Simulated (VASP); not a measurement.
## CoSi: single point with LDA

The system is CoSi.

```
Co Si
1.0
     2.76267    0.00000    0.00000
     0.00000    2.76267    0.00000
     0.00000    0.00000    2.76267
Co Si
1 1
Direct
  0.00000 0.00000 0.00000
  0.50000 0.50000 0.50000
```

This cell differs from its parent crystal: volume scaled by 0.98.

```yaml
Program: VASP 6.6.1
Task: single point
Functional: LDA
Potentials_or_basis: VASP PAW LDA potentials, release 64 (Co, Si)
Cutoff: 520 eV
k_mesh: 10 × 10 × 10
Occupations: fermi-dirac, width 0.05 eV
Spin: collinear spin, ferromagnetic start
Starting_moments: "[2.0, 0.0] μB"
```

| Quantity | Value |
| --- | --- |
| Pressure | -8.5 GPa |
| Net moment | 0.17 μB per cell |
| Site moments | Co +0.17; Si +0.00 μB |
| Valence electrons inside the program's atomic spheres | Co 8.69; Si 1.59 |

Levels at points of the mesh, in eV from the Fermi level:
Spin up:
```tsv
k point	band 4	band 5	band 6	band 7	band 8	band 9	band 10	band 11
(0.00, 0.00, 0.00)	-1.33	-1.33	-1.33	3.13	3.13	3.13	7.78	7.78
(0.50, 0.00, 0.00)	-2.65	-2.65	-1.17	-0.28	6.82	8.30	8.30	9.61
(0.50, 0.50, 0.00)	-4.00	-2.17	-2.17	-0.58	1.68	2.03	8.23	13.69
(0.50, 0.50, 0.50)	-1.52	-0.54	-0.54	1.42	1.42	1.42	3.76	3.76
```
Spin down:
```csv
k point,band 3,band 4,band 5,band 6,band 7,band 8,band 9,band 10
"(0.00, 0.00, 0.00)",-3.75,-1.21,-1.21,-1.21,3.13,3.13,3.13,7.85
"(0.50, 0.00, 0.00)",-2.93,-2.55,-2.55,-1.05,-0.08,6.82,8.33,8.33
"(0.50, 0.50, 0.00)",-5.18,-3.90,-2.06,-2.06,-0.37,1.78,2.15,8.23
"(0.50, 0.50, 0.50)",-5.87,-1.52,-0.33,-0.33,1.44,1.44,1.44,3.84
```

It took 41 s on 1 thread of AMD EPYC 9R45 96-Core Processor (Zen 5) (shared host), peak memory 0.13 GiB.
